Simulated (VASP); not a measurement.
A run of VASP 6.6.1 is set up as follows.

INCAR

```
ALGO = Normal
EDIFF = 1E-6
ENCUT = 400
GGA = PE
GGA_COMPAT = F
ISIF = 2
ISMEAR = 1
LASPH = T
LCHARG = F
LREAL = F
LWAVE = F
NBANDS = 94
NELM = 120
PREC = Accurate
SIGMA = 0.15
```

KPOINTS

```
k-points
0
Gamma
  2 2 2
```

The input POSCAR:

```
AgBi2
1.0
    7.5570040000     -0.0261310000     -0.0181540000
   -0.0261310000      7.6377430000      0.0605320000
   -0.0181540000      0.0605320000      7.5875110000
Ag Bi
4 8
Direct
    0.9817001409      0.9807617729      0.0404652214
    0.4974877596      0.9866364441      0.4973114788
    0.4825891853      0.5516259366      0.0454371536
    0.0014204595      0.5182235437      0.4899040910
    0.3615110485      0.3550859130      0.3964795321
    0.1310665420      0.6369128614      0.8630171044
    0.8534111327      0.1962711883      0.6421494662
    0.6113971487      0.9026128870      0.1119599485
    0.6069762973      0.6537102607      0.6206457768
    0.8446319911      0.4062586774      0.1290839379
    0.1363563429      0.8927322946      0.3655635612
    0.3661810470      0.2093649955      0.8882185962
```

Potentials or basis: VASP PAW PBE potentials, release 64 (Ag, Bi_d).

Launch:

```sh
$ cat potpaw_PBE.64/Ag/POTCAR potpaw_PBE.64/Bi_d/POTCAR > POTCAR
$ mpirun -np 1 vasp_std > vasp.out
```

Question: What does it give for the band gap on the k mesh?

Answer: Zero (bands 82 and 83 overlap by 0.25 eV).

Question: What does it give for the largest force?

Answer: 0.690 eV/Å.

Forces on the atoms (eV/Å):
```
Ag   0.086  0.354 -0.586
Ag   0.120  0.568 -0.110
Ag  -0.021 -0.263 -0.250
Ag  -0.040  0.240 -0.082
Bi   0.101  0.085  0.293
Bi  -0.331 -0.248  0.426
Bi  -0.077 -0.416 -0.099
Bi  -0.331  0.136  0.064
Bi   0.114 -0.630  0.017
Bi   0.243  0.202 -0.229
Bi  -0.016 -0.049  0.583
Bi   0.151  0.020 -0.027
```

Caveat: the k points lie up to 0.42 Å⁻¹ apart; spin-orbit coupling is left out, which moves the levels of the heavy elements.
